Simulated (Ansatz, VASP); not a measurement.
**SrCl2: VASP beside Ansatz**

```
Sr Cl
1.0
     0.00000    3.48835    3.48835
     3.48835    0.00000    3.48835
     3.48835    3.48835    0.00000
Sr Cl
1 2
Cartesian
  0.0000 0.0000 0.0000
  1.7442 1.7442 1.7442
  5.2325 5.2325 5.2325
```

Alike in both runs: task single point; functional PBE; k mesh 6 × 6 × 6; occupations fermi-dirac, width 0.02 eV; no spin polarisation.

|  | VASP | Ansatz |
| --- | --- | --- |
| version | VASP 6.6.1 | Ansatz 0.2.0 |
| potentials or method | VASP PAW PBE potentials, release 64 (Sr_sv, Cl), cutoff 520 eV | plane waves, PAW |
| valence electrons in the cell | 24 | 24 |

```tsv
	VASP	Ansatz	Ansatz less VASP
pressure (GPa)	1.1	1.0	-0.09
```

With one functional, cell and mesh, what is left measures potentials, basis and numerics.
